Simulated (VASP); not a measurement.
Wanted: the native input for a VASP 6.6.1 run.

| Quantity | Value |
| --- | --- |
| Task | single point |
| Functional | PBEsol |
| Potentials or basis | VASP PAW PBE potentials, release 64 (Mg, O) |
| Cutoff | 520 eV |
| k mesh | 9 × 9 × 2 |
| Occupations | gaussian, width 0.05 eV |
| Spin | no spin polarisation |
| Dipole correction | no |
| Further INCAR settings | ALGO = Normal; EDIFF = 1e-06; NBANDS = 36 |

The structure of MgO lies in POSCAR:

```
MgO
1.0
    2.1075959645     -2.1075959645      0.0000000000
    2.1075959645      0.0000000000     -2.1075959645
    8.8519030509      8.4303838580      8.0088646651
Mg O
6 6
Direct
    1.0000000000     -0.0750000000      0.3750000000
    0.3333333333      0.2916666667      0.2083333333
    0.6666666667      0.5583333333      0.5416666667
    1.0000000000      0.8250000000      0.8750000000
    0.3333333333      0.1916666667      0.7083333333
    0.6666666667      0.6583333333      0.0416666667
    0.6666666667      0.6083333333      0.2916666667
    0.0000000000     -0.0250000000      0.1250000000
    0.3333333333      0.2416666667      0.4583333333
    0.6666666667      0.5083333333      0.7916666667
    1.0000000000      0.8750000000      0.6250000000
    0.3333333333      0.1416666667      0.9583333333
```

These files were run (other wordings do the same):

INCAR

```
PREC = Accurate
ENCUT = 520
EDIFF = 1E-6
ISMEAR = 0
SIGMA = 0.05
LREAL = False
LASPH = True
NELM = 60
ALGO = Normal
ISIF = 2
LWAVE = False
LCHARG = False
GGA = PS
NBANDS = 36
```

KPOINTS

```
Automatic mesh
0
Gamma
  9 9 2
```

Potentials or basis: VASP PAW PBE potentials, release 64 (Mg, O).

The run is started by

```console
$ cat potpaw_PBE.64/Mg/POTCAR potpaw_PBE.64/O/POTCAR > POTCAR
$ mpirun -np 1 vasp_std > vasp.out
```

Results of the run:

```json
{"Pressure": "2.5 GPa", "Largest force": "4.069 eV/Å", "Band gap on the k mesh": "4.41 eV"}
```

Caveat: the stress differs along the axes, from -1 to 8 GPa; the PAW data sets were made with another functional, which shifts forces and pressure a little.

Run time: 6.7 min on 1 thread of Oxide Virtual Turin-like Processor, with other jobs on the host, peak memory 0.36 GiB.
